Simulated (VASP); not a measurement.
# ZrH3 (Pm-3m) in VASP: single point with PBEsol

Aim: the single point of ZrH3 with PBEsol.

Program: VASP 6.6.1. These are calculated values, not measurements. Logs are shortened: lines on timing, memory, paths and dates and some standing lists are left out, and cuts for length are marked.

## Step 1: The cell of the first run

Symmetry: Pm-3m, No. 221, cubic system. Conventional cell: a = 3.126 Å, b = 3.126 Å, c = 3.126 Å, α = 90.00°, β = 90.00°, γ = 90.00°. Zr (site symmetry m-3m) has 12 H at 2.21 Å within 2.9 Å. H (site symmetry 4/mmm) has 4 Zr at 2.21 Å and 8 H at 2.21 Å within 2.9 Å.

## Step 2: Single point, PBEsol

The input, INCAR:

```
ALGO = Normal ; EDIFF = 1E-6
ENCUT = 520 ; GGA = PS
ISIF = 2 ; ISMEAR = -1
LASPH = True ; LCHARG = True
LELF = True ; LREAL = False
LVHAR = True ; LWAVE = False
NBANDS = 16 ; NELM = 80
PREC = Accurate ; SIGMA = 0.1
```

The input, KPOINTS:

```
k-points
0
Gamma
  9 9 9
```

The input, POSCAR:

```
ZrH3
1.0
    3.1260380000      0.0000000000      0.0000000000
    0.0000000000      3.1260380000      0.0000000000
    0.0000000000      0.0000000000      3.1260380000
Zr H
1 3
Direct
    0.0000000000      0.0000000000      0.0000000000
    0.0000000000      0.5000000000      0.5000000000
    0.5000000000      0.0000000000      0.5000000000
    0.5000000000      0.5000000000      0.0000000000
```

Potentials or basis: VASP PAW PBE potentials, release 64 (Zr_sv, H).

The run is started by

```bash
> cat potpaw_PBE.64/Zr_sv/POTCAR potpaw_PBE.64/H/POTCAR > POTCAR
> mpirun -np 1 vasp_std > vasp.out
```

OUTCAR:

```text
EDIFF = 1E-6
   ENCUT = 520
   GGA = PS
   ISIF = 2
   ISMEAR = -1
   LASPH = True
   LREAL = False
   NELM = 80
   PREC = Accurate

 ion  position               nearest neighbor table
   1  0.000  0.000  0.000-   2 2.21   3 2.21   4 2.21   2 2.21   3 2.21   2 2.21   4 2.21   2 2.21
                             3 2.21   4 2.21   3 2.21   4 2.21
   2  0.000  0.500  0.500-   1 2.21   1 2.21   1 2.21   1 2.21
   3  0.500  0.000  0.500-   1 2.21   1 2.21   1 2.21   1 2.21
   4  0.500  0.500  0.000-   1 2.21   1 2.21   1 2.21   1 2.21

  LATTYP: Found a simple cubic cell.
 ALAT       =     3.1260380000

  Lattice vectors:

 A1 = (   3.1260380000,   0.0000000000,   0.0000000000)
 A2 = (   0.0000000000,   3.1260380000,   0.0000000000)
 A3 = (   0.0000000000,   0.0000000000,   3.1260380000)

Analysis of symmetry for initial positions (statically):
=====================================================================
 Subroutine PRICEL returns:
 Original cell was already a primitive cell.

 Routine SETGRP: Setting up the symmetry group for a
 simple cubic supercell.

 Subroutine GETGRP returns: Found 48 space group operations
 (whereof 48 operations were pure point group operations)
 out of a pool of 48 trial point group operations.

The static configuration has the point symmetry O_h .

Analysis of symmetry for dynamics (positions and initial velocities):
=====================================================================
 Subroutine PRICEL returns:
 Original cell was already a primitive cell.

 Routine SETGRP: Setting up the symmetry group for a
 simple cubic supercell.

 Subroutine GETGRP returns: Found 48 space group operations
 (whereof 48 operations were pure point group operations)
 out of a pool of 48 trial point group operations.

The dynamic configuration has the point symmetry O_h .

 Subroutine INISYM returns: Found 48 space group operations
 (whereof 48 operations are pure point group operations),
 and found     1 'primitive' translations

----------------------------------------------------------------------------------------

                                     Primitive cell

  volume of cell :      30.5480

  direct lattice vectors                    reciprocal lattice vectors
     3.126038000  0.000000000  0.000000000     0.319893744  0.000000000  0.000000000
     0.000000000  3.126038000  0.000000000     0.000000000  0.319893744  0.000000000
     0.000000000  0.000000000  3.126038000     0.000000000  0.000000000  0.319893744

  length of vectors
     3.126038000  3.126038000  3.126038000     0.319893744  0.319893744  0.319893744

  position of ions in fractional coordinates (direct lattice)
     0.000000000  0.000000000  0.000000000
     0.000000000  0.500000000  0.500000000
     0.500000000  0.000000000  0.500000000
     0.500000000  0.500000000  0.000000000

  ion indices of the primitive-cell ions
   primitive index   ion index
                 1           1
                 2           2
                 3           3
                 4           4

----------------------------------------------------------------------------------------

 KPOINTS: k-points

Automatic generation of k-mesh.
 Grid dimensions read from file:
 generate k-points for:    9    9    9

 Generating k-lattice:

  Cartesian coordinates                     Fractional coordinates (reciprocal lattice)
     0.035543749  0.000000000  0.000000000     0.111111111  0.000000000  0.000000000
     0.000000000  0.035543749  0.000000000     0.000000000  0.111111111  0.000000000
     0.000000000  0.000000000  0.035543749     0.000000000  0.000000000  0.111111111

  Length of vectors
     0.035543749  0.035543749  0.035543749

  Shift w.r.t. Gamma in fractional coordinates (k-lattice)
     0.000000000  0.000000000  0.000000000

 Subroutine IBZKPT returns following result:
 ===========================================

 Found     35 irreducible k-points:

 Following reciprocal coordinates:
            Coordinates               Weight
  0.000000  0.000000  0.000000      1.000000
  0.111111  0.000000  0.000000      6.000000
  0.222222  0.000000  0.000000      6.000000
  0.333333  0.000000  0.000000      6.000000
  0.444444  0.000000  0.000000      6.000000
  0.111111  0.111111  0.000000     12.000000
[... 16 lines left out ...]
  0.333333  0.333333  0.111111     24.000000
  0.444444  0.333333  0.111111     48.000000
 [... further k-points ...]
   k-points           NKPTS =     35   k-points in BZ     NKDIM =     35   number of bands    NBANDS=     16
   number of dos      NEDOS =    301   number of ions     NIONS =      4
   total plane-waves  NPLWV =  13824
   dimension x,y,z NGX =    24 NGY =   24 NGZ =   24
   dimension x,y,z NGXF=    48 NGYF=   48 NGZF=   48
   ions per type =               1   3
   NGX,Y,Z   is equivalent  to a cutoff of  12.76, 12.76, 12.76 a.u.
   NGXF,Y,Z  is equivalent  to a cutoff of  25.53, 25.53, 25.53 a.u.
 SYSTEM =  unknown system
   PREC   = accura    normal or accurate (medium, high low for compatibility)
   ISTART =      0    job   : 0-new  1-cont  2-samecut
   ICHARG =      2    charge: 1-file 2-atom 10-const
   ISPIN  =      1    spin polarized calculation?
   LNONCOLLINEAR =      F non collinear calculations
   LSORBIT =      F    spin-orbit coupling
   LASPH  =      T    aspherical Exc in radial PAW
   ENCUT  =  520.0 eV  38.22 Ry    6.18 a.u.   5.81  5.81  5.81*2*pi/ulx,y,z
   NELM   =     80;   NELMIN=  2; NELMDL= -5     # of ELM steps
   EDIFF  = 0.1E-05   stopping-criterion for ELM
   LREAL  =      F    real-space projection
   EDIFFG = 0.1E-04   stopping-criterion for IOM
   NSW    =      0    number of steps for IOM
   IBRION =     -1    ionic relax: 0-MD 1-quasi-New 2-CG
   NFREE  =      0    steps in history (QN), initial steepest desc. (CG)
   ISIF   =      2    stress and relaxation
   ISYM   =      2    0-nonsym 1-usesym 2-fastsym
   POTIM  = 0.5000    time-step for ionic-motion
   TEBEG  =    0.0;   TEEND  =   0.0 temperature during run
   PSTRESS=    0.0 pullay stress
   NELECT =      15.0000    total number of electrons
   NUPDOWN=      -1.0000    fix difference up-down
   EMIN   =  10.00;   EMAX   =-10.00  energy-range for DOS
   EFERMI =   0.00;   METHOD = LEGACY
   ISMEAR =    -1;   SIGMA  =   0.10  broadening in eV -4-tet -1-fermi 0-gaus
   EFERMI_NEDOS =   21; number of points for ismear=-14 and -15
   IALGO  =     38    algorithm
   IMIX   =      4    mixing-type and parameters
     AMIX     =   0.40;   BMIX     =  1.00
     AMIX_MAG =   1.60;   BMIX_MAG =  1.00
  volume/ion in A,a.u.               =       7.64        51.54
  Fermi-wavevector in a.u.,A,eV,Ry     =   1.291549  2.440674 22.695874  1.668100
  Thomas-Fermi vector in A             =   2.423312
   LORBIT       =      0    0 simple, 1 ext, 2 COOP (PROOUT), +10 PAW based schemes
   GGA     = PS    functional components
   LHFCALC =     F    Hartree Fock is set to
   AEXX    =    0.0000 exact exchange contribution
   IVDW    =     0    specifies the selected vdW correction
   LEPSILON=     F    determine dielectric tensor
   LRPA    =     F    only Hartree local field effects (RPA)
 non-spin polarized calculation
  energy-cutoff  :      520.00
  volume of cell :       30.55
 maximum number of plane-waves:       843
 NGX is ok and might be reduce to    24
   NGX = 11   NGY = 11   NGZ = 11

 number of electron      15.0000002 magnetization

 Free energy of the ion-electron system (eV)
  ---------------------------------------------------
  ext. energy  EPLUGINS =         0.00000000
  ---------------------------------------------------
  free energy    TOTEN  =       -20.37913946 eV

  energy without entropy =      -20.34771414  energy(sigma->0) =      -20.36342680

 E-fermi :   7.8021     XC(G=0): -11.3113

 val. band max:        7.7831482879   @ k =   0.3333   0.1111   0.1111
 cond. band min:       7.8216392454   @ k =   0.4444   0.2222   0.2222
 fundamental gap:      0.0384909575
 Fermi energy:         7.8020952857

 k-point     1 :       0.0000    0.0000    0.0000
  band No.  band energies     occupation
      1     -41.4403      2.00000
      2     -19.1912      2.00000
      3     -19.1912      2.00000
      4     -19.1912      2.00000
      5      -2.4436      2.00000
      6       3.5776      2.00000
[... 8 lines left out ...]
     15      15.8978      0.00000
     16      20.8515      0.00000

 k-point     2 :       0.1111    0.0000    0.0000
  band No.  band energies     occupation
      1     -41.4323      2.00000
      2     -19.2847      2.00000
      3     -19.1836      2.00000
      4     -19.1836      2.00000
      5      -2.2054      2.00000
      6       3.6127      2.00000
[... 8 lines left out ...]
     15      16.5478      0.00000
     16      21.9615      0.00000

 k-point     3 :       0.2222    0.0000    0.0000
  band No.  band energies     occupation
      1     -41.4117      2.00000
      2     -19.5147      2.00000
      3     -19.1640      2.00000
      4     -19.1640      2.00000
      5      -1.5399      2.00000
      6       3.5202      2.00000
[... 8 lines left out ...]
     15      17.8578      0.00000
     16      24.4337      0.00000

 k-point     4 :       0.3333    0.0000    0.0000
  band No.  band energies     occupation
      1     -41.3883      2.00000
      2     -19.7657      2.00000
      3     -19.1417      2.00000
      4     -19.1417      2.00000
      5      -0.5580      2.00000
      6       2.9389      2.00000
[... 8 lines left out ...]
     15      19.1825      0.00000
     16      23.0733      0.00000
[... 324 lines left out ...]
 k-point    22 :       0.4444    0.2222    0.1111
  band No.  band energies     occupation
      1     -41.3380      2.00000
      2     -19.8572      2.00000
      3     -19.4126      2.00000
      4     -19.1829      2.00000
      5       1.0687      2.00000
      6       2.4858      2.00000
[... 8 lines left out ...]
     15      21.1527      0.00000
     16      22.0939      0.00000

 k-point    23 :       0.3333    0.3333    0.1111
  band No.  band energies     occupation
      1     -41.3305      2.00000
      2     -19.6802      2.00000
      3     -19.6529      2.00000
      4     -19.1751      2.00000
      5       0.7178      2.00000
      6       3.4706      2.00000
[... 8 lines left out ...]
     15      20.3758      0.00000
     16      22.2935      0.00000

 k-point    24 :       0.4444    0.3333    0.1111
  band No.  band energies     occupation
      1     -41.3157      2.00000
      2     -19.8143      2.00000
      3     -19.6408      2.00000
      4     -19.1595      2.00000
      5       1.0914      2.00000
      6       3.1379      2.00000
[... 8 lines left out ...]
     15      20.3211      0.00000
     16      21.4588      0.00000

 [... further k-points ...]
[... 5 lines left out ...]
  --------------------------------------------------------------------------------------
  -------------------------------------------------------------------------------------
  Total       -0.8912177     -0.8912177     -0.8912177     -0.0000000     -0.0000000     -0.0000000
  in kB      -46.7424671    -46.7424671    -46.7424671     -0.0000000     -0.0000000     -0.0000000
  external PRESSURE =     -46.7424671 kB  Pullay stress =       0.0000000 kB

 VOLUME and BASIS-vectors are now :
 -----------------------------------------------------------------------------
  energy-cutoff  :      520.00
  volume of cell :       30.55
      direct lattice vectors                 reciprocal lattice vectors
     3.126038000  0.000000000  0.000000000     0.319893744  0.000000000  0.000000000
     0.000000000  3.126038000  0.000000000     0.000000000  0.319893744  0.000000000
     0.000000000  0.000000000  3.126038000     0.000000000  0.000000000  0.319893744

 POSITION                                       TOTAL-FORCE (eV/Angst)
 -----------------------------------------------------------------------------------
      0.00000      0.00000      0.00000         0.000000      0.000000      0.000000
      0.00000      1.56302      1.56302         0.000000      0.000000      0.000000
      1.56302      0.00000      1.56302         0.000000      0.000000      0.000000
      1.56302      1.56302      0.00000         0.000000      0.000000      0.000000
 -----------------------------------------------------------------------------------
    total drift:                                0.000000      0.000000      0.000000

  FREE ENERGIE OF THE ION-ELECTRON SYSTEM (eV)
  ---------------------------------------------------
  free  energy   TOTEN  =       -20.3791394556 eV

  energy  without entropy=      -20.3477141421  energy(sigma->0) =      -20.36342680
```

Run time: 7.5 s. Hardware: 1 thread of Intel Xeon 6975P-C (Granite Rapids), shared host; peak memory 0.14 GiB.

Results:

```
Free energy : -20.3791 eV
Pressure    : -4.7 GPa
```

Caveat: the PAW data sets were made with another functional, which shifts forces and pressure a little.
